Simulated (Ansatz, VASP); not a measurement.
# CaS in VASP and in Ansatz

```xyz
2
Lattice="0.0000 2.8430 2.8430 2.8430 0.0000 2.8430 2.8430 2.8430 0.0000" Properties=species:S:1:pos:R:3 pbc="T T T"
Ca    2.8430    2.8430    2.8430
S     0.0000    0.0000    0.0000
```

Alike in both runs: task single point; functional r2SCAN; k mesh 10 × 10 × 10; occupations gaussian, width 0.05 eV; no spin polarisation.

|  | VASP | Ansatz |
| --- | --- | --- |
| version | VASP 6.6.1 | Ansatz 0.2.0 |
| potentials or method | VASP PAW PBE potentials, release 64 (Ca_sv, S), cutoff 550 eV | scalar-relativistic, plane waves, PAW |
| valence electrons in the cell | 16 | 16 |

```tsv
	VASP	Ansatz	Ansatz less VASP
gap on the k mesh at the Fermi level (eV)	2.79	2.79	-0.003
least direct gap on the mesh (eV)	3.62	3.62	0.000
pressure (GPa)	0.6	0.3	-0.31
```

VASP's potentials were made for PBE, not for r2SCAN.
